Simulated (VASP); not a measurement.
Here is a VASP 6.6.1 calculation.

The input INCAR:

```
PREC     = Accurate       # precision mode
ENCUT    = 520            # plane-wave cutoff, eV
EDIFF    = 1E-7           # SCF threshold, eV
ISMEAR   = 0              # smearing method
SIGMA    = 0.15           # smearing width, eV
LREAL    = F              # projectors in reciprocal space
LASPH    = T              # aspherical terms in the spheres
NELM     = 150            # most SCF steps
ALGO     = Normal         # electronic algorithm
ISIF     = 2              # what is computed and relaxed
LWAVE    = F              # write WAVECAR
LCHARG   = T              # write CHGCAR
ISPIN    = 2              # spin polarisation
MAGMOM   = 1.1 1.1        # initial moments
LORBIT   = 11             # projections on sites
NUPDOWN  = 2.2            # fixed moment
LMAXMIX  = 4              # l up to which the mixer works
LELF     = T              # ELF
LVHAR    = T            
NBANDS   = 20             # bands
```

Contents of KPOINTS:

```
Automatic mesh
0
Gamma
  24 24 12
```

File POSCAR:

```
Co
1.0
    2.2066455177      0.0000000000      0.0000000000
   -1.1033227588      1.9110110755      0.0000000000
    0.0000000000      0.0000000000      3.5594665484
Co
2
Direct
    0.6666666667      0.3333333333      0.2500000000
    0.3333333333      0.6666666667      0.7500000000
```

Potentials or basis: VASP PAW LDA potentials, release 64 (Co).

Command:

```console
$ cat potpaw_LDA.64/Co/POTCAR > POTCAR
$ mpirun -np 1 vasp_std > vasp.out
```

Predict the pressure.

148.0 GPa.

Stress tensor (GPa, compression positive):
```
147.63   0.00   0.00
  0.00 147.63   0.00
  0.00   0.00 148.58
```

Caveat: the total moment is fixed, so each spin has its own Fermi level.
